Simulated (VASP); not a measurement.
# Ag (Pm-3m) in VASP: notebook

Ag is run at these levels: PBE+D3(BJ); tasks: single point, relaxation of cell and atoms.

Program: VASP 6.6.1. These are calculated values, not measurements. Logs are shortened: lines on timing, memory, paths and dates and some standing lists are left out, and cuts for length are marked.

## (1) The cell of the first run

Symmetry: Pm-3m, No. 221, cubic system. Conventional cell: a = 2.708 Å, b = 2.708 Å, c = 2.708 Å, α = 90.00°, β = 90.00°, γ = 90.00°. Ag (site symmetry m-3m) has 6 Ag at 2.71 Å within 3.6 Å.

This isn't the form of Ag at room conditions, which is fcc.

## (2) Single point, PBE+D3(BJ)

Contents of INCAR:

```
SYSTEM = Ag
PREC = Accurate
ENCUT = 500
EDIFF = 1E-6
ISMEAR = 0
SIGMA = 0.1
LREAL = .FALSE.
LASPH = .TRUE.
NELM = 120
ALGO = Normal
ISIF = 2
LWAVE = .FALSE.
LCHARG = .TRUE.
GGA = PE
IVDW = 12
LELF = .TRUE.
LVHAR = .TRUE.
NBANDS = 12
GGA_COMPAT = .FALSE.
```

Contents of KPOINTS:

```
Automatic mesh
0
G
  6 6 6
  0 0 0
```

Contents of POSCAR:

```
Ag
1.0
    2.7077084591      0.0000000000      0.0000000000
    0.0000000000      2.7077084591      0.0000000000
    0.0000000000      0.0000000000      2.7077084591
Ag
1
Direct
    0.5000000000      0.5000000000      0.5000000000
```

Potentials or basis: VASP PAW PBE potentials, release 64 (Ag).

Command:

```console
> cat potpaw_PBE.64/Ag/POTCAR > POTCAR
> mpirun -np 1 vasp_std > vasp.out
```

OUTCAR:

```text
SYSTEM = Ag
   PREC = Accurate
   ENCUT = 500
   EDIFF = 1E-6
   ISMEAR = 0
   LREAL = .FALSE.
   LASPH = .TRUE.
   NELM = 120
   ISIF = 2
   GGA = PE
   IVDW = 12
 IVDW          = 12

 ion  position               nearest neighbor table
   1  0.500  0.500  0.500-

  LATTYP: Found a simple cubic cell.
 ALAT       =     2.7077084591

  Lattice vectors:

 A1 = (   2.7077084591,   0.0000000000,   0.0000000000)
 A2 = (   0.0000000000,   2.7077084591,   0.0000000000)
 A3 = (   0.0000000000,   0.0000000000,   2.7077084591)

Analysis of symmetry for initial positions (statically):
=====================================================================
 Subroutine PRICEL returns:
 Original cell was already a primitive cell.

 Routine SETGRP: Setting up the symmetry group for a
 simple cubic supercell.

 Subroutine GETGRP returns: Found 48 space group operations
 (whereof 48 operations were pure point group operations)
 out of a pool of 48 trial point group operations.

The static configuration has the point symmetry O_h .

Analysis of symmetry for dynamics (positions and initial velocities):
=====================================================================
 Subroutine PRICEL returns:
 Original cell was already a primitive cell.

 Routine SETGRP: Setting up the symmetry group for a
 simple cubic supercell.

 Subroutine GETGRP returns: Found 48 space group operations
 (whereof 48 operations were pure point group operations)
 out of a pool of 48 trial point group operations.

The dynamic configuration has the point symmetry O_h .

 Subroutine INISYM returns: Found 48 space group operations
 (whereof 48 operations are pure point group operations),
 and found     1 'primitive' translations

----------------------------------------------------------------------------------------

                                     Primitive cell

  volume of cell :      19.8521

  direct lattice vectors                    reciprocal lattice vectors
     2.707708459  0.000000000  0.000000000     0.369315979  0.000000000  0.000000000
     0.000000000  2.707708459  0.000000000     0.000000000  0.369315979  0.000000000
     0.000000000  0.000000000  2.707708459     0.000000000  0.000000000  0.369315979

  length of vectors
     2.707708459  2.707708459  2.707708459     0.369315979  0.369315979  0.369315979

  position of ions in fractional coordinates (direct lattice)
     0.500000000  0.500000000  0.500000000

  ion indices of the primitive-cell ions
   primitive index   ion index
                 1           1

----------------------------------------------------------------------------------------

 KPOINTS: Automatic mesh

Automatic generation of k-mesh.
 Grid dimensions read from file:
 generate k-points for:    6    6    6

 Generating k-lattice:

  Cartesian coordinates                     Fractional coordinates (reciprocal lattice)
     0.061552663  0.000000000  0.000000000     0.166666667  0.000000000  0.000000000
     0.000000000  0.061552663  0.000000000     0.000000000  0.166666667  0.000000000
     0.000000000  0.000000000  0.061552663     0.000000000  0.000000000  0.166666667

  Length of vectors
     0.061552663  0.061552663  0.061552663

  Shift w.r.t. Gamma in fractional coordinates (k-lattice)
     0.000000000  0.000000000  0.000000000

 Subroutine IBZKPT returns following result:
 ===========================================

 Found     20 irreducible k-points:

 Following reciprocal coordinates:
            Coordinates               Weight
  0.000000  0.000000  0.000000      1.000000
  0.166667  0.000000  0.000000      6.000000
  0.333333  0.000000  0.000000      6.000000
  0.500000  0.000000  0.000000      3.000000
  0.166667  0.166667  0.000000     12.000000
  0.333333  0.166667  0.000000     24.000000
[... 12 lines left out ...]
  0.500000  0.500000  0.333333      6.000000
  0.500000  0.500000  0.500000      1.000000
   k-points           NKPTS =     20   k-points in BZ     NKDIM =     20   number of bands    NBANDS=     12
   number of dos      NEDOS =    301   number of ions     NIONS =      1
   total plane-waves  NPLWV =   8000
   dimension x,y,z NGX =    20 NGY =   20 NGZ =   20
   dimension x,y,z NGXF=    40 NGYF=   40 NGZF=   40
   ions per type =               1
   NGX,Y,Z   is equivalent  to a cutoff of  12.28, 12.28, 12.28 a.u.
   NGXF,Y,Z  is equivalent  to a cutoff of  24.56, 24.56, 24.56 a.u.
 SYSTEM =  Ag
   PREC   = accura    normal or accurate (medium, high low for compatibility)
   ISTART =      0    job   : 0-new  1-cont  2-samecut
   ICHARG =      2    charge: 1-file 2-atom 10-const
   ISPIN  =      1    spin polarized calculation?
   LNONCOLLINEAR =      F non collinear calculations
   LSORBIT =      F    spin-orbit coupling
   LASPH  =      T    aspherical Exc in radial PAW
   ENCUT  =  500.0 eV  36.75 Ry    6.06 a.u.   4.94  4.94  4.94*2*pi/ulx,y,z
   NELM   =    120;   NELMIN=  2; NELMDL= -5     # of ELM steps
   EDIFF  = 0.1E-05   stopping-criterion for ELM
   LREAL  =      F    real-space projection
   EDIFFG = 0.1E-04   stopping-criterion for IOM
   NSW    =      0    number of steps for IOM
   IBRION =     -1    ionic relax: 0-MD 1-quasi-New 2-CG
   NFREE  =      0    steps in history (QN), initial steepest desc. (CG)
   ISIF   =      2    stress and relaxation
   ISYM   =      2    0-nonsym 1-usesym 2-fastsym
   POTIM  = 0.5000    time-step for ionic-motion
   TEBEG  =    0.0;   TEEND  =   0.0 temperature during run
   PSTRESS=    0.0 pullay stress
   NELECT =      11.0000    total number of electrons
   NUPDOWN=      -1.0000    fix difference up-down
   EMIN   =  10.00;   EMAX   =-10.00  energy-range for DOS
   EFERMI =   0.00;   METHOD = LEGACY
   ISMEAR =     0;   SIGMA  =   0.10  broadening in eV -4-tet -1-fermi 0-gaus
   EFERMI_NEDOS =   21; number of points for ismear=-14 and -15
   IALGO  =     38    algorithm
   IMIX   =      4    mixing-type and parameters
     AMIX     =   0.40;   BMIX     =  1.00
     AMIX_MAG =   1.60;   BMIX_MAG =  1.00
  volume/ion in A,a.u.               =      19.85       133.97
  Fermi-wavevector in a.u.,A,eV,Ry     =   1.344633  2.540988 24.599856  1.808038
  Thomas-Fermi vector in A             =   2.472611
   LORBIT       =      0    0 simple, 1 ext, 2 COOP (PROOUT), +10 PAW based schemes
   GGA     = PE    functional components
   LHFCALC =     F    Hartree Fock is set to
   AEXX    =    0.0000 exact exchange contribution
   IVDW    =    12    specifies the selected vdW correction
   LEPSILON=     F    determine dielectric tensor
   LRPA    =     F    only Hartree local field effects (RPA)
 non-spin polarized calculation
 Gauss-broadening in eV      SIGMA  =   0.10
  energy-cutoff  :      500.00
  volume of cell :       19.85
 maximum number of plane-waves:       514
 NGX is ok and might be reduce to    20
   NGX =  9   NGY =  9   NGZ =  9

 number of electron      10.9999993 magnetization

 Free energy of the ion-electron system (eV)
  ---------------------------------------------------
  ext. energy  EPLUGINS =         0.00000000
  ---------------------------------------------------
  free energy    TOTEN  =        -2.37957057 eV

  energy without entropy =       -2.37330179  energy(sigma->0) =       -2.37643618

 E-fermi :   6.5170     XC(G=0): -11.2260

 val. band max:        5.8301927652   @ k =   0.5000   0.0000   0.0000
 cond. band min:       6.5170216821   @ k =   0.3333   0.3333   0.1667
 fundamental gap:      0.6868289170
 Fermi energy:         6.5170216820

 k-point     1 :       0.0000    0.0000    0.0000
  band No.  band energies     occupation
      1      -0.1896      2.00000
      2       0.5214      2.00000
      3       0.5214      2.00000
      4       3.6513      2.00000
      5       3.6513      2.00000
      6       3.6513      2.00000
      7      20.6947      0.00000
      8      20.6947      0.00000
      9      20.6947      0.00000
     10      25.9683      0.00000
     11      25.9683      0.00000
     12      26.4179      0.00000

 k-point     2 :       0.1667    0.0000    0.0000
  band No.  band energies     occupation
      1       0.3073      2.00000
      2       0.5983      2.00000
      3       1.0693      2.00000
      4       3.3754      2.00000
      5       3.3754      2.00000
      6       3.6744      2.00000
      7      16.7087      0.00000
      8      21.6348      0.00000
      9      21.6348      0.00000
     10      25.3564      0.00000
     11      26.2014      0.00000
     12      30.9939      0.00000

 k-point     3 :       0.3333    0.0000    0.0000
  band No.  band energies     occupation
      1       0.7566      2.00000
      2       0.8905      2.00000
      3       2.8670      2.00000
      4       2.8670      2.00000
      5       3.2671      2.00000
      6       3.7211      2.00000
      7      11.6968      0.00000
      8      24.0000      0.00000
      9      24.0000      0.00000
     10      24.1777      0.00000
     11      25.9473      0.00000
     12      32.2789      0.00000
[... 226 lines left out ...]
 k-point    19 :       0.5000    0.5000    0.3333
  band No.  band energies     occupation
      1       0.9393      2.00000
      2       1.4405      2.00000
      3       1.4405      2.00000
      4       3.5900      2.00000
      5       4.5100      2.00000
      6      13.6150      0.00000
      7      13.6150      0.00000
      8      14.7655      0.00000
      9      16.4772      0.00000
     10      22.3182      0.00000
     11      22.8970      0.00000
     12      22.8970      0.00000

 k-point    20 :       0.5000    0.5000    0.5000
  band No.  band energies     occupation
      1       1.0856      2.00000
      2       1.0856      2.00000
      3       1.0856      2.00000
      4       4.5255      2.00000
      5       4.5255      2.00000
      6      15.1362      0.00000
      7      15.1362      0.00000
      8      15.1362      0.00000
      9      16.6631      0.00000
     10      20.9904      0.00000
     11      20.9904      0.00000
     12      20.9904      0.00000

------------------------ aborting loop because EDIFF is reached ----------------------------------------

 Edisp (eV)   -0.51073

 E8    (eV) :    -0.2253

  FORCE on cell =-STRESS in cart. coord.  units (eV):
  Direction    XX          YY          ZZ          XY          YZ          ZX
  --------------------------------------------------------------------------------------
  -------------------------------------------------------------------------------------
  Total      -0.04090    -0.04090    -0.04090     0.00000     0.00000    -0.00000
  in kB      -3.30057    -3.30057    -3.30057     0.00000     0.00000    -0.00000
  external pressure =       -3.30 kB  Pullay stress =        0.00 kB

 VOLUME and BASIS-vectors are now :
 -----------------------------------------------------------------------------
  energy-cutoff  :      500.00
  volume of cell :       19.85
      direct lattice vectors                 reciprocal lattice vectors
     2.707708459  0.000000000  0.000000000     0.369315979  0.000000000  0.000000000
     0.000000000  2.707708459  0.000000000     0.000000000  0.369315979  0.000000000
     0.000000000  0.000000000  2.707708459     0.000000000  0.000000000  0.369315979

 POSITION                                       TOTAL-FORCE (eV/Angst)
 -----------------------------------------------------------------------------------
      1.35385      1.35385      1.35385         0.000000      0.000000      0.000000
 -----------------------------------------------------------------------------------
    total drift:                               -0.000000      0.000000     -0.000000

  FREE ENERGIE OF THE ION-ELECTRON SYSTEM (eV)
  ---------------------------------------------------
  free  energy   TOTEN  =        -2.8902996092 eV

  energy  without entropy=       -2.8840308360  energy(sigma->0) =       -2.88716522
```

Wall time 9.6 s (1 thread of Intel Xeon 8259CL, shared host); peak memory 0.13 GiB.

What came out:

| Item | Value |
| --- | --- |
| Free energy | -2.8903 eV |
| Pressure | -0.3 GPa |
| Band gap on the k mesh | zero (an odd number of electrons rules out a gap without spin polarisation) |
| Dispersion energy per atom | -0.511 eV |

Levels at points of the mesh, in eV from the Fermi level:
```tsv
k point	band 3	band 4	band 5	band 6	band 7	band 8
(0.00, 0.00, 0.00)	-6.00	-2.87	-2.87	-2.87	14.18	14.18
(0.50, 0.00, 0.00)	-3.89	-3.89	-2.77	-0.69	1.75	17.10
(0.50, 0.50, 0.00)	-3.70	-3.70	-2.05	3.83	3.83	7.72
(0.50, 0.50, 0.50)	-5.43	-1.99	-1.99	8.62	8.62	8.62
```

Caveat: the k points lie up to 0.39 Å⁻¹ apart, too coarse for converged energies and pressures of a metal.

## (3) Relaxation of cell and atoms, PBE+D3(BJ)

This run uses another cell than the first one, of 19.63 Å³/atom.

Contents of INCAR:

```
  PREC = Accurate
  ENCUT = 500
  EDIFF = 1E-7
  ISMEAR = 0
  SIGMA = 0.1
  LREAL = F
  LASPH = T
  NELM = 120
  ALGO = Normal
  ISIF = 3
  LWAVE = F
  LCHARG = F
  GGA = PE
  IVDW = 12
  IBRION = 2
  NSW = 90
  EDIFFG = -0.04
  GGA_COMPAT = F
  NELMIN = 4
```

Contents of KPOINTS:

```
regular mesh
0
Gamma
  6 6 6
```

Contents of POSCAR:

```
Ag
1.0
    2.6976767184      0.0000000000      0.0000000000
    0.0000000000      2.6976767184      0.0000000000
    0.0000000000      0.0000000000      2.6976767184
Ag
1
Direct
    0.5000000000      0.5000000000      0.5000000000
```

Potentials or basis: VASP PAW PBE potentials, release 64 (Ag).

Command:

```console
> cat potpaw_PBE.64/Ag/POTCAR > POTCAR
> mpirun -np 1 vasp_std > vasp.out
```

Wall time 12 s (1 thread of Intel Xeon 8259CL, shared host); peak memory 0.13 GiB.

It converged, with:

```yaml
Free_energy: -2.8903 eV
Relaxed_volume: 19.84 Å³/atom
Relaxed_cell: a = 2.707 Å, b = 2.707 Å, c = 2.707 Å, α = 90.00°, β = 90.00°, γ = 90.00°
Space_group_after_relaxing_to_0.1_Å: Pm-3m (No. 221)
Energy_gained_by_relaxing: 0.2 meV/atom
Ionic_steps: 2
Pressure_after_relaxing: -0.3 GPa
Band_gap_on_the_k_mesh: zero (an odd number of electrons rules out a gap without spin polarisation)
Dispersion_energy_per_atom: -0.511 eV
```

The path:
```tsv
step	energy change (eV)	largest force (eV/Å)	pressure (GPa)	volume (Å³)
1	0.0000	0.0000	0.59	19.63
2	-0.0002	0.0000	-0.28	19.84
```

Final structure:
```
Ag
1.0
     2.70716    0.00000    0.00000
     0.00000    2.70716    0.00000
     0.00000    0.00000    2.70716
Ag
1
Direct
  0.50000 0.50000 0.50000
```

Levels at points of the mesh, in eV from the Fermi level:
```tsv
k point	band 1	band 2	band 3	band 4	band 5	band 6	band 7	band 8	band 9
(0.00, 0.00, 0.00)	-6.71	-6.00	-6.00	-2.87	-2.87	-2.87	14.18	14.18	14.18
(0.50, 0.00, 0.00)	-5.68	-5.37	-3.89	-3.89	-2.77	-0.69	1.75	17.10	19.11
(0.50, 0.50, 0.00)	-5.99	-5.18	-3.70	-3.70	-2.05	3.83	3.83	7.73	9.63
(0.50, 0.50, 0.50)	-5.43	-5.43	-5.43	-1.99	-1.99	8.62	8.62	8.62	10.15
```

Caveat: the k points lie up to 0.39 Å⁻¹ apart in the final cell, too coarse for converged energies and pressures of a metal.

## (4) Single point, PBE+D3(BJ)

This run uses another cell than the first one, of 19.71 Å³/atom.

Contents of INCAR:

```
ALGO = Normal
EDIFF = 1E-6
ENCUT = 500
GGA = PE
GGA_COMPAT = F
ISIF = 2
ISMEAR = -5
IVDW = 12
LASPH = T
LCHARG = F
LREAL = F
LWAVE = F
NBANDS = 12
NELM = 120
PREC = Accurate
SIGMA = 0.1
```

Contents of KPOINTS:

```
k-points
0
Gamma
  20 20 20
```

Contents of POSCAR:

```
Ag
1.0
    2.7012499172      0.0000000000      0.0000000000
    0.0000000000      2.7012499172      0.0000000000
    0.0000000000      0.0000000000      2.7012499172
Ag
1
Direct
    0.5000000000      0.5000000000      0.5000000000
```

Command:

```console
> cat potpaw_PBE.64/Ag/POTCAR > POTCAR
> mpirun -np 1 vasp_std > vasp.out
```

Wall time 70 s (1 thread of Intel Xeon 8259CL, shared host); peak memory 0.19 GiB.

The run converged. Its results:

```yaml
Free_energy: -2.8887 eV
Pressure: -0.1 GPa
Band_gap_on_the_k_mesh: zero (an odd number of electrons rules out a gap without spin polarisation)
Dispersion_energy_per_atom: -0.514 eV
```

Levels at points of the mesh, in eV from the Fermi level:
| k point | band 2 | band 3 | band 4 | band 5 | band 6 | band 7 | band 8 | band 9 |
| --- | --- | --- | --- | --- | --- | --- | --- | --- |
| (0.00, 0.00, 0.00) | -5.97 | -5.97 | -2.80 | -2.80 | -2.80 | 14.30 | 14.30 | 14.30 |
| (0.50, 0.00, 0.00) | -5.34 | -3.84 | -3.84 | -2.71 | -0.64 | 1.84 | 17.20 | 19.22 |
| (0.50, 0.50, 0.00) | -5.14 | -3.65 | -3.65 | -1.98 | 3.90 | 3.90 | 7.86 | 9.73 |
| (0.50, 0.50, 0.50) | -5.40 | -5.40 | -1.92 | -1.92 | 8.73 | 8.73 | 8.73 | 10.21 |

Caveat: tetrahedron occupations give inexact forces and stress in metals.

## (5) Overview

```tsv
task	cell	k mesh	smearing	gap on the mesh (eV)	pressure (GPa)
single point	a = 2.708 Å, 1 atom	6 × 6 × 6	gaussian 0.1 eV	none	-0.3
relaxation of cell and atoms	relaxed from a = 2.698 Å, 1 atom	6 × 6 × 6	gaussian 0.1 eV	none	-0.3
single point	a = 2.701 Å, 1 atom	20 × 20 × 20	tetrahedron	none	-0.1
```

Alike in all rows: level PBE+D3(BJ); potentials or basis VASP PAW PBE potentials, release 64 (Ag); no spin polarisation; cutoff (eV) 500.

Caveats: some runs use coarse meshes; tetrahedron occupations give inexact forces and stress in metals (at least some runs).

Total energies depend on the potentials used, so only differences within one code and one set of settings carry meaning.

The gap in the log of VASP goes by the Fermi energy; the results here count the filled bands.